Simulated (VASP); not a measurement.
# Ti: single point with PBEsol

Ti:

```xyz
1
Lattice="0.0000 2.1112 2.1924 2.1112 0.0000 2.1924 2.1112 2.1112 0.0000" Properties=species:S:1:pos:R:3 pbc="T T T"
Ti    0.0000    0.0000    0.0000
```

This cell differs from its parent crystal: strain +0.040 along x and y, +0.080 along z.

```json
{"Program": "VASP 6.6.1", "Task": "single point", "Functional": "PBEsol", "Potentials or basis": "VASP PAW PBE potentials, release 64 (Ti_sv)", "Cutoff": "520 eV", "k mesh": "20 × 20 × 20", "Occupations": "gaussian, width 0.15 eV", "Spin": "no spin polarisation", "Dipole correction": "no", "Further INCAR settings": "ALGO = Fast; EDIFF = 1e-06; NBANDS = 12"}
```

```
Pressure               : -13.7 GPa
Band gap on the k mesh : zero (band 6 reaches 7.61 eV, above the bottom of band 7 at 6.47 eV)
```

Stress tensor (GPa, compression positive):
```
-13.26   0.00   0.00
  0.00 -13.26   0.00
  0.00   0.00 -14.47
```

Levels at points of the mesh, in eV from the Fermi level:
| k point | band 3 | band 4 | band 5 | band 6 | band 7 | band 8 | band 9 | band 10 |
| --- | --- | --- | --- | --- | --- | --- | --- | --- |
| (0.00, 0.00, 0.00) | -32.75 | -32.75 | -5.79 | 0.62 | 0.89 | 0.89 | 2.01 | 2.32 |
| (0.50, 0.00, 0.00) | -32.83 | -32.80 | -2.33 | 0.42 | 0.56 | 0.84 | 3.03 | 3.14 |
| (0.50, 0.50, 0.00) | -32.90 | -32.90 | -2.23 | -1.38 | 1.97 | 3.09 | 3.32 | 3.32 |
| (0.50, 0.00, 0.50) | -32.95 | -32.91 | -2.19 | -1.43 | 2.59 | 3.06 | 3.23 | 3.43 |

Wall time 88 s on 1 thread of Intel(R) Xeon(R) 6975P-C (Granite Rapids) (shared host), peak memory 0.25 GiB.

Caveat: the cell differs from its parent crystal (strain +0.040 along x and y, +0.080 along z); the PAW data sets were made with another functional, which shifts forces and pressure a little.
